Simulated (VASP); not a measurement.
Wanted: the native input for a VASP 6.6.1 run.

* Task: single point
* Functional: LDA
* Potentials or basis: VASP PAW LDA potentials, release 64 (Co)
* Cutoff: 600 eV
* k mesh: 11 × 11 × 15
* Occupations: fermi-dirac, width 0.1 eV
* Spin: no spin polarisation
* Dipole correction: no
* Further INCAR settings: ALGO = Normal; EDIFF = 1e-06; NBANDS = 20

The structure of Co lies in POSCAR:

```
Co
1.0
    3.9634931307      0.0000000000      0.0000000000
   -1.9817465654      3.4324857389      0.0000000000
    0.0000000000      0.0000000000      2.4264302084
Co
3
Direct
    0.0000000000      0.0000000000      0.0000000000
    0.3333333333      0.6666666667      0.5000000000
    0.6666666667      0.3333333333      0.5000000000
```

This cell differs from its parent crystal: volume scaled by 1.12.

One way to write it, as run:

INCAR

```
ALGO     = Normal         # electronic algorithm
EDIFF    = 1E-6           # SCF threshold, eV
ENCUT    = 600            # plane-wave cutoff, eV
GGA      = CA             # functional
GGA_COMPAT= F            
ISIF     = 2              # what is computed and relaxed
ISMEAR   = -1             # smearing method
LASPH    = T              # aspherical terms in the spheres
LCHARG   = F              # write CHGCAR
LREAL    = F              # projectors in reciprocal space
LWAVE    = F              # write WAVECAR
NBANDS   = 20             # bands
NELM     = 120            # most SCF steps
PREC     = Accurate       # precision mode
SIGMA    = 0.1            # smearing width, eV
```

KPOINTS

```
k-points
0
Gamma
  11 11 15
```

Potentials or basis: VASP PAW LDA potentials, release 64 (Co).

Run with:

```sh
$ cat potpaw_LDA.64/Co/POTCAR > POTCAR
$ mpirun -np 1 vasp_std > vasp.out
```

It gave:

```
Pressure : -25.8 GPa
```

Caveat: the run has no spin polarisation, though such a crystal can be magnetic.

It took 55 s on 1 thread of Intel Xeon 6975P-C, with other jobs on the host, peak memory 0.2 GiB.
